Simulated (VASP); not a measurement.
Write the native input for VASP 6.6.1 that does the following.

* Task: single point
* Functional: PBE
* Potentials or basis: VASP PAW PBE potentials, release 64 (Cu, O)
* Cutoff: 520 eV
* k mesh: 10 × 10 × 10
* Occupations: gaussian, width 0.1 eV
* Spin: no spin polarisation
* Dipole correction: no
* Further INCAR settings: ALGO = Normal; EDIFF = 1e-07; NBANDS = 30

The structure of Cu3O2 lies in POSCAR:

```
Cu3O2
1.0
    3.8651706050      0.0000000000      0.0000000000
    0.0000000000      3.8651706050      0.0000000000
    0.0000000000      0.0000000000      3.8651706050
Cu O
3 2
Direct
    0.5000000000      0.0000000000      0.0000000000
    0.0000000000      0.5000000000      0.0000000000
    0.0000000000      0.0000000000      0.5000000000
    0.0000000000      0.0000000000      0.0000000000
    0.5000000000      0.5000000000      0.5000000000
```

The cell was built from a structure type or drawn by symmetry, and may not be a known phase.

The input as run:

INCAR

```
SYSTEM = Cu3O2
  PREC = Accurate
  ENCUT = 520
  EDIFF = 1E-7
  ISMEAR = 0
  SIGMA = 0.1
  LREAL = .FALSE.
  LASPH = .TRUE.
  NELM = 100
  ALGO = Normal
  ISIF = 2
  LWAVE = .FALSE.
  LCHARG = .FALSE.
  GGA = PE
  NBANDS = 30
```

KPOINTS

```
regular mesh
0
G
  10 10 10
  0 0 0
```

Potentials or basis: VASP PAW PBE potentials, release 64 (Cu, O).

Run with:

```console
$ cat potpaw_PBE.64/Cu/POTCAR potpaw_PBE.64/O/POTCAR > POTCAR
$ mpirun -np 1 vasp_std > vasp.out
```

It gave:

| Item | Value |
| --- | --- |
| Pressure | 0.5 GPa |
| Band gap on the k mesh | zero (an odd number of electrons rules out a gap without spin polarisation) |

Caveat: an odd number of electrons without spin polarisation forces a metal; a magnetic or distorted state may lie lower.

Wall time 72 s on 1 thread of Intel(R) Xeon(R) Platinum 8488C (Sapphire Rapids), on a shared host, peak memory 0.22 GiB.
